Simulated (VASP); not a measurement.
# YbH3 (Fm-3m) in VASP: settings compared

YbH3 is run at these levels: RPBE, revPBE+D3(BJ), LDA; tasks: relaxation of cell and atoms.

All numbers are computed with VASP 6.6.1; they aren't measurements. Logs are shortened: lines on timing, memory, paths and dates and some standing lists are left out, and cuts for length are marked.

### 1 The cell of the first run

The structure is cubic, space group Fm-3m (No. 225). The conventional cell has a = 5.210 Å, b = 5.210 Å, c = 5.210 Å, α = 90.00°, β = 90.00°, γ = 90.00°. Yb (site symmetry m-3m) has 14 H at 2.26 to 2.60 Å within 3.0 Å. Within 3.0 Å of H (site symmetry -43m) lie 4 Yb at 2.26 Å and 10 H at 2.26 to 2.60 Å. H (site symmetry m-3m) has 8 H at 2.26 Å and 6 Yb at 2.60 Å within 3.0 Å.

### 2 Relaxation of cell and atoms, RPBE

The input, INCAR:

```
SYSTEM = YbH3
PREC = Accurate
ENCUT = 600
EDIFF = 1E-7
ISMEAR = 1
SIGMA = 0.01
LREAL = .False.
LASPH = .True.
NELM = 200
ALGO = Normal
ISIF = 3
LWAVE = .False.
LCHARG = .False.
GGA = RP
IBRION = 2
NSW = 80
EDIFFG = -0.001
GGA_COMPAT = .False.
NELMIN = 4
LMAXMIX = 6
```

The input, KPOINTS:

```
Automatic mesh
0
Gamma
  10 10 10
  0 0 0
```

The input, POSCAR:

```
YbH3
1.0
    0.0000000000      2.6049710000      2.6049710000
    2.6049710000      0.0000000000      2.6049710000
    2.6049710000      2.6049710000      0.0000000000
Yb H
1 3
Direct
    0.0000000000      0.0000000000      0.0000000000
    0.7500000000      0.7500000000      0.7500000000
    0.2500000000      0.2500000000      0.2500000000
    0.5000000000      0.5000000000      0.5000000000
```

Potentials or basis: VASP PAW PBE potentials, release 64 (Yb, H).

Run with:

```
> cat potpaw_PBE.64/Yb/POTCAR potpaw_PBE.64/H/POTCAR > POTCAR
> mpirun -np 1 vasp_std > vasp.out
```

OUTCAR:

```text
SYSTEM = YbH3
   PREC = Accurate
   ENCUT = 600
   EDIFF = 1E-7
   ISMEAR = 1
   LREAL = .False.
   LASPH = .True.
   NELM = 200
   ISIF = 3
   GGA = RP
   IBRION = 2
   NSW = 80
   EDIFFG = -0.001
   NELMIN = 4

 ion  position               nearest neighbor table
   1  0.000  0.000  0.000-   2 2.26   2 2.26   2 2.26   2 2.26   3 2.26   3 2.26   3 2.26   3 2.26

   2  0.750  0.750  0.750-   1 2.26   1 2.26   1 2.26   1 2.26
   3  0.250  0.250  0.250-   1 2.26   1 2.26   1 2.26   1 2.26
   4  0.500  0.500  0.500-

  LATTYP: Found a face centered cubic cell.
 ALAT       =     5.2099420000

  Lattice vectors:

 A1 = (   0.0000000000,   2.6049710000,   2.6049710000)
 A2 = (   2.6049710000,   0.0000000000,   2.6049710000)
 A3 = (   2.6049710000,   2.6049710000,   0.0000000000)

Analysis of symmetry for initial positions (statically):
=====================================================================
 Subroutine PRICEL returns:
 Original cell was already a primitive cell.

 Routine SETGRP: Setting up the symmetry group for a
 face centered cubic supercell.

 Subroutine GETGRP returns: Found 48 space group operations
 (whereof 48 operations were pure point group operations)
 out of a pool of 48 trial point group operations.

The static configuration has the point symmetry O_h .

Analysis of symmetry for dynamics (positions and initial velocities):
=====================================================================
 Subroutine PRICEL returns:
 Original cell was already a primitive cell.

 Routine SETGRP: Setting up the symmetry group for a
 face centered cubic supercell.

 Subroutine GETGRP returns: Found 48 space group operations
 (whereof 48 operations were pure point group operations)
 out of a pool of 48 trial point group operations.

The dynamic configuration has the point symmetry O_h .

 Subroutine INISYM returns: Found 48 space group operations
 (whereof 48 operations are pure point group operations),
 and found     1 'primitive' translations

----------------------------------------------------------------------------------------

                                     Primitive cell

  volume of cell :      35.3540

  direct lattice vectors                    reciprocal lattice vectors
     0.000000000  2.604971000  2.604971000    -0.191940716  0.191940716  0.191940716
     2.604971000  0.000000000  2.604971000     0.191940716 -0.191940716  0.191940716
     2.604971000  2.604971000  0.000000000     0.191940716  0.191940716 -0.191940716

  length of vectors
     3.683985318  3.683985318  3.683985318     0.332451073  0.332451073  0.332451073

  position of ions in fractional coordinates (direct lattice)
     0.000000000  0.000000000  0.000000000
     0.750000000  0.750000000  0.750000000
     0.250000000  0.250000000  0.250000000
     0.500000000  0.500000000  0.500000000

  ion indices of the primitive-cell ions
   primitive index   ion index
                 1           1
                 2           2
                 3           3
                 4           4

----------------------------------------------------------------------------------------

 KPOINTS: Automatic mesh

Automatic generation of k-mesh.
 Grid dimensions read from file:
 generate k-points for:   10   10   10

 Generating k-lattice:

  Cartesian coordinates                     Fractional coordinates (reciprocal lattice)
    -0.019194072  0.019194072  0.019194072     0.100000000  0.000000000  0.000000000
     0.019194072 -0.019194072  0.019194072     0.000000000  0.100000000  0.000000000
     0.019194072  0.019194072 -0.019194072     0.000000000  0.000000000  0.100000000

  Length of vectors
     0.033245107  0.033245107  0.033245107

  Shift w.r.t. Gamma in fractional coordinates (k-lattice)
     0.000000000  0.000000000  0.000000000

 Subroutine IBZKPT returns following result:
 ===========================================

 Found     47 irreducible k-points:

 Following reciprocal coordinates:
            Coordinates               Weight
  0.000000  0.000000  0.000000      1.000000
  0.100000  0.000000  0.000000      8.000000
  0.200000  0.000000  0.000000      8.000000
  0.300000  0.000000  0.000000      8.000000
  0.400000  0.000000  0.000000      8.000000
  0.500000  0.000000  0.000000      4.000000
[... 16 lines left out ...]
  0.300000  0.300000  0.000000      6.000000
  0.400000  0.300000  0.000000     24.000000
 [... further k-points ...]
   k-points           NKPTS =     47   k-points in BZ     NKDIM =     47   number of bands    NBANDS=     17
   number of dos      NEDOS =    301   number of ions     NIONS =      4
   total plane-waves  NPLWV =  27000
   dimension x,y,z NGX =    30 NGY =   30 NGZ =   30
   dimension x,y,z NGXF=    60 NGYF=   60 NGZF=   60
   ions per type =               1   3
   NGX,Y,Z   is equivalent  to a cutoff of  13.54, 13.54, 13.54 a.u.
   NGXF,Y,Z  is equivalent  to a cutoff of  27.08, 27.08, 27.08 a.u.
 SYSTEM =  YbH3
   PREC   = accura    normal or accurate (medium, high low for compatibility)
   ISTART =      0    job   : 0-new  1-cont  2-samecut
   ICHARG =      2    charge: 1-file 2-atom 10-const
   ISPIN  =      1    spin polarized calculation?
   LNONCOLLINEAR =      F non collinear calculations
   LSORBIT =      F    spin-orbit coupling
   LASPH  =      T    aspherical Exc in radial PAW
   ENCUT  =  600.0 eV  44.10 Ry    6.64 a.u.   7.36  7.36  7.36*2*pi/ulx,y,z
   NELM   =    200;   NELMIN=  4; NELMDL= -5     # of ELM steps
   EDIFF  = 0.1E-06   stopping-criterion for ELM
   LREAL  =      F    real-space projection
   EDIFFG = -.1E-02   stopping-criterion for IOM
   NSW    =     80    number of steps for IOM
   IBRION =      2    ionic relax: 0-MD 1-quasi-New 2-CG
   NFREE  =      1    steps in history (QN), initial steepest desc. (CG)
   ISIF   =      3    stress and relaxation
   ISYM   =      2    0-nonsym 1-usesym 2-fastsym
   POTIM  = 0.5000    time-step for ionic-motion
   TEBEG  =    0.0;   TEEND  =   0.0 temperature during run
   PSTRESS=    0.0 pullay stress
   NELECT =      27.0000    total number of electrons
   NUPDOWN=      -1.0000    fix difference up-down
   EMIN   =  10.00;   EMAX   =-10.00  energy-range for DOS
   EFERMI =   0.00;   METHOD = LEGACY
   ISMEAR =     1;   SIGMA  =   0.01  broadening in eV -4-tet -1-fermi 0-gaus
   EFERMI_NEDOS =   21; number of points for ismear=-14 and -15
   IALGO  =     38    algorithm
   IMIX   =      4    mixing-type and parameters
     AMIX     =   0.40;   BMIX     =  1.00
     AMIX_MAG =   1.60;   BMIX_MAG =  1.00
  volume/ion in A,a.u.               =       8.84        59.65
  Fermi-wavevector in a.u.,A,eV,Ry     =   1.496407  2.827800 30.466645  2.239235
  Thomas-Fermi vector in A             =   2.608428
   LORBIT       =      0    0 simple, 1 ext, 2 COOP (PROOUT), +10 PAW based schemes
   GGA     = RP    functional components
   LHFCALC =     F    Hartree Fock is set to
   AEXX    =    0.0000 exact exchange contribution
   IVDW    =     0    specifies the selected vdW correction
   LEPSILON=     F    determine dielectric tensor
   LRPA    =     F    only Hartree local field effects (RPA)
 conjugate gradient relaxation of ions
 non-spin polarized calculation
 Methfessel and Paxton  Order N= 1 SIGMA  =   0.01
  energy-cutoff  :      600.00
  volume of cell :       35.35
 maximum number of plane-waves:      1243
 NGX is ok and might be reduce to    30
   NGX = 15   NGY = 15   NGZ = 15

--------------------------------------- Ionic step        1  -------------------------------------------

 number of electron      26.9999996 magnetization

 Free energy of the ion-electron system (eV)
  ---------------------------------------------------
  ext. energy  EPLUGINS =         0.00000000
  ---------------------------------------------------
  free energy    TOTEN  =       -14.80685497 eV

  energy without entropy =      -14.80685338  energy(sigma->0) =      -14.80685444

------------------------ aborting loop because EDIFF is reached ----------------------------------------

  FORCE on cell =-STRESS in cart. coord.  units (eV):
  Direction    XX          YY          ZZ          XY          YZ          ZX
  --------------------------------------------------------------------------------------
  -------------------------------------------------------------------------------------
  Total       -0.6357459     -0.6357459     -0.6357459      0.0000000      0.0000000     -0.0000000
  in kB      -28.8108123    -28.8108123    -28.8108123      0.0000000      0.0000000     -0.0000000
  external PRESSURE =     -28.8108123 kB  Pullay stress =       0.0000000 kB

 VOLUME and BASIS-vectors are now :
 -----------------------------------------------------------------------------
  energy-cutoff  :      600.00
  volume of cell :       35.35
      direct lattice vectors                 reciprocal lattice vectors
     0.000000000  2.604971000  2.604971000    -0.191940716  0.191940716  0.191940716
     2.604971000  0.000000000  2.604971000     0.191940716 -0.191940716  0.191940716
     2.604971000  2.604971000  0.000000000     0.191940716  0.191940716 -0.191940716
[... 77 lines left out ...]
 POSITION                                       TOTAL-FORCE (eV/Angst)
 -----------------------------------------------------------------------------------
      0.00000      0.00000      0.00000         0.000000      0.000000      0.000000
      3.85567      3.85567      3.85567        -0.000000      0.000000     -0.000000
      1.28522      1.28522      1.28522         0.000000     -0.000000      0.000000
      2.57045      2.57045      2.57045         0.000000      0.000000      0.000000
 -----------------------------------------------------------------------------------
    total drift:                               -0.000000     -0.000000     -0.000000

  FREE ENERGIE OF THE ION-ELECTRON SYSTEM (eV)
  ---------------------------------------------------
  free  energy   TOTEN  =       -14.8189296799 eV

  energy  without entropy=      -14.8189203727  energy(sigma->0) =      -14.81892658

--------------------------------------- Ionic step        4  -------------------------------------------

 number of electron      27.0000001 magnetization

 Free energy of the ion-electron system (eV)
  ---------------------------------------------------
  ext. energy  EPLUGINS =         0.00000000
  ---------------------------------------------------
  free energy    TOTEN  =       -14.81893391 eV

  energy without entropy =      -14.81892472  energy(sigma->0) =      -14.81893085

 E-fermi :   1.6590     XC(G=0): -10.9019

 val. band max:        1.6547756998   @ k =   0.2000   0.2000   0.0000
 cond. band min:       1.7026337290   @ k =   0.3000   0.3000   0.0000
 fundamental gap:      0.0478580292
 Fermi energy:         1.6589916423

 k-point     1 :       0.0000    0.0000    0.0000
  band No.  band energies     occupation
      1     -49.4142      2.00000
      2     -21.4053      2.00000
      3     -21.4053      2.00000
      4     -21.4053      2.00000
      5      -6.9985      2.00000
      6       0.1946      2.00000
[... 9 lines left out ...]
     16       4.9263      0.00000
     17       4.9263      0.00000
[... 441 lines left out ...]
 k-point    24 :       0.4000    0.3000    0.0000
  band No.  band energies     occupation
      1     -49.3898      2.00000
      2     -21.7786      2.00000
      3     -21.5394      2.00000
      4     -21.5230      2.00000
      5      -3.9146      2.00000
      6      -1.7124      2.00000
[... 9 lines left out ...]
     16       7.0250      0.00000
     17       8.8634      0.00000

 [... further k-points ...]
[... 5 lines left out ...]
  --------------------------------------------------------------------------------------
  -------------------------------------------------------------------------------------
  Total       -0.0010824     -0.0010824     -0.0010824      0.0000000      0.0000000     -0.0000000
  in kB       -0.0510125     -0.0510125     -0.0510125      0.0000000      0.0000000     -0.0000000
  external PRESSURE =      -0.0510125 kB  Pullay stress =       0.0000000 kB

 VOLUME and BASIS-vectors are now :
 -----------------------------------------------------------------------------
  energy-cutoff  :      600.00
  volume of cell :       33.99
      direct lattice vectors                 reciprocal lattice vectors
     0.000000000  2.571137000  2.571137000    -0.194466495  0.194466495  0.194466495
     2.571137000  0.000000000  2.571137000     0.194466495 -0.194466495  0.194466495
     2.571137000  2.571137000  0.000000000     0.194466495  0.194466495 -0.194466495

 POSITION                                       TOTAL-FORCE (eV/Angst)
 -----------------------------------------------------------------------------------
      0.00000      0.00000      0.00000         0.000000      0.000000      0.000000
      3.85671      3.85671      3.85671         0.000000     -0.000000     -0.000000
      1.28557      1.28557      1.28557        -0.000000      0.000000     -0.000000
      2.57114      2.57114      2.57114         0.000000      0.000000      0.000000
 -----------------------------------------------------------------------------------
    total drift:                                0.000000     -0.000000     -0.000000

  FREE ENERGIE OF THE ION-ELECTRON SYSTEM (eV)
  ---------------------------------------------------
  free  energy   TOTEN  =       -14.8189339139 eV

  energy  without entropy=      -14.8189247248  energy(sigma->0) =      -14.81893085

 reached required accuracy - stopping structural energy minimisation
```

Wall time 2.4 min (1 thread of AMD EPYC 9R45 (Zen 5), shared host); peak memory 0.18 GiB.

What came out:

- Free energy: -14.8189 eV
- Relaxed volume: 8.50 Å³/atom
- Relaxed cell: a = 3.636 Å, b = 3.636 Å, c = 3.636 Å, α = 60.00°, β = 60.00°, γ = 60.00°
- Space group after relaxing (to 0.1 Å): Fm-3m (No. 225)
- Energy gained by relaxing: 3.0 meV/atom
- Ionic steps: 4
- Pressure after relaxing: 0.0 GPa
- Band gap on the k mesh: zero (an odd number of electrons rules out a gap without spin polarisation)

The path:
| step | energy change (eV) | largest force (eV/Å) | pressure (GPa) | volume (Å³) |
| --- | --- | --- | --- | --- |
| 1 | 0.0000 | 0.0000 | -2.88 | 35.35 |
| 2 | -0.0100 | 0.0000 | -1.13 | 34.55 |
| 3 | -0.0121 | 0.0000 | 0.05 | 33.97 |
| 4 | -0.0121 | 0.0000 | -0.01 | 33.99 |

Final structure:
```
CELL_PARAMETERS angstrom
0.00000 2.57114 2.57114
2.57114 0.00000 2.57114
2.57114 2.57114 0.00000
ATOMIC_POSITIONS crystal
Yb 0.00000 0.00000 0.00000
H 0.75000 0.75000 0.75000
H 0.25000 0.25000 0.25000
H 0.50000 0.50000 0.50000
```

Caveat: the PAW data sets were made with another functional, which shifts forces and pressure a little; spin-orbit coupling is left out, which moves the levels of the heavy elements; an odd number of electrons without spin polarisation forces a metal; a magnetic or distorted state may lie lower.

(Part 1 of 2 ends here.)

The gap in the log of VASP goes by the Fermi energy; the results here count the filled bands.